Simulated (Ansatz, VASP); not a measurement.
## One calculation of Si2Ni, two programs

INCAR

```
SYSTEM = Si2Ni
  PREC = Accurate
  ENCUT = 520
  EDIFF = 1E-7
  ISMEAR = 0
  SIGMA = 0.15
  LREAL = .FALSE.
  LASPH = .TRUE.
  NELM = 100
  ALGO = Normal
  ISIF = 2
  LWAVE = .FALSE.
  LCHARG = .FALSE.
  GGA = PE
  NBANDS = 16
```

KPOINTS

```
Automatic mesh
0
G
  16 16 16
  0 0 0
```

POSCAR

```
Si2Ni
1.0
    0.0000000000      2.6825617118      2.6417105182
    2.6825617118      0.0000000000      2.6417105182
    2.6825617118      2.6825617118      0.0000000000
Si Ni
2 1
Direct
    0.2500000000      0.2500000000      0.2500000000
    0.7500000000      0.7500000000      0.7500000000
    0.0000000000      0.0000000000      0.0000000000
```

Input for Ansatz:

```yaml
crystal:
  lattice:
    - [0.0, 2.6825617118, 2.6417105182]
    - [2.6825617118, 0.0, 2.6417105182]
    - [2.6825617118, 2.6825617118, 0.0]
  atoms:
    - { symbol: Si, position: [0.25, 0.25, 0.25] }
    - { symbol: Si, position: [0.75, 0.75, 0.75] }
    - { symbol: Ni, position: [0.0, 0.0, 0.0] }
basis:
  ecutwfc: 420
kpoints:
  mp_grid: { grid: [16, 16, 16] }
hamiltonian:
  xc: pbe
scf:
  occupations: { method: gaussian, width: 0.15 }
output:
  forces: true
  stress: true
  eigenvalues: true
```

Change from the starting cell: strain -0.015 along x and y, -0.030 along z, atoms carried along.

Alike in both runs: task single point; functional PBE; k mesh 16 × 16 × 16; occupations gaussian, width 0.15 eV; no spin polarisation.

|  | VASP | Ansatz |
| --- | --- | --- |
| version | VASP 6.6.1 | Ansatz 0.2.0 |
| potentials or method | VASP PAW PBE potentials, release 64 (Si, Ni), cutoff 520 eV | scalar-relativistic, plane waves, PAW |
| valence electrons in the cell | 18 | 26 |

```tsv
	VASP	Ansatz	Ansatz less VASP
gap on the k mesh at the Fermi level (eV)	none	none	-
pressure (GPa)	9.9	10.0	+0.11
traceless stress, the component that is largest in VASP (GPa)	0.51	0.54	+0.024
```

A gap of «none» marks a metal or a gap that the smearing closes. With one functional, cell and mesh, what is left measures potentials, basis and numerics. VASP's potentials hold 18 valence electrons a cell and Ansatz's 26, so a difference there can come from the potentials and not from the codes.
